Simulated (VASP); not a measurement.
Wanted: the native input for a VASP 6.6.1 run.

* Task: single point
* Functional: r2SCAN
* Potentials or basis: VASP PAW PBE potentials, release 64 (Pb_d, Te)
* Cutoff: 520 eV
* k mesh: 8 × 8 × 8
* Occupations: gaussian, width 0.01 eV
* Spin: no spin polarisation
* Dipole correction: no
* Further INCAR settings: ALGO = Normal; EDIFF = 1e-06; NBANDS = 17

The system is TePb.

```xyz
2
Lattice="2.3106 1.3340 3.7765 -2.3106 1.3340 3.7765 0.0000 -2.6680 3.7765" Properties=species:S:1:pos:R:3 pbc="T T T"
Pb    0.0000    0.0000   11.4221
Te    0.0000    0.0000    5.8102
```

One way to write it, as run:

POSCAR

```
TePb
1.0
    2.3105766187      1.3340120312      3.7765328392
   -2.3105766187      1.3340120312      3.7765328392
    0.0000000000     -2.6680240671      3.7765328375
Pb Te
1 1
Direct
    1.0081646271      1.0081646271      1.0081646271
    0.5128353729      0.5128353729      0.5128353729
```

INCAR.step1

```
PREC = Accurate
ENCUT = 520
ISMEAR = 0
SIGMA = 0.01
LREAL = F
LASPH = T
NELM = 60
NBANDS = 17
GGA = PE
ALGO = Normal
EDIFF = 1E-4
LWAVE = T
LCHARG = F
```

INCAR.step2

```
PREC = Accurate
ENCUT = 520
EDIFF = 1E-6
ISMEAR = 0
SIGMA = 0.01
LREAL = F
LASPH = T
NELM = 60
ALGO = Normal
ISIF = 2
LWAVE = F
LCHARG = F
METAGGA = R2SCAN
LMIXTAU = T
NBANDS = 17
ISTART = 1
```

KPOINTS

```
Automatic mesh
0
Gamma
  8 8 8
```

Potentials or basis: VASP PAW PBE potentials, release 64 (Pb_d, Te).

Run with:

```bash
$ cat potpaw_PBE.64/Pb_d/POTCAR potpaw_PBE.64/Te/POTCAR > POTCAR
$ cp INCAR.step1 INCAR
$ mpirun -np 1 vasp_std > vasp.out
$ cp INCAR.step2 INCAR
$ mpirun -np 1 vasp_std > vasp.out
```

Results of the run:

```
Pressure               : 0.0 GPa
Largest force          : 0.005 eV/Å
Band gap on the k mesh : 1.10 eV
```

Caveat: the PAW data sets were made with another functional, which shifts forces and pressure a little; spin-orbit coupling is left out, which moves the levels of the heavy elements.

Wall time 3.3 min on 1 thread of Intel(R) Xeon(R) Platinum 8259CL CPU @ 2.50GHz (Skylake/Cascade Lake) (shared host), peak memory 0.27 GiB.
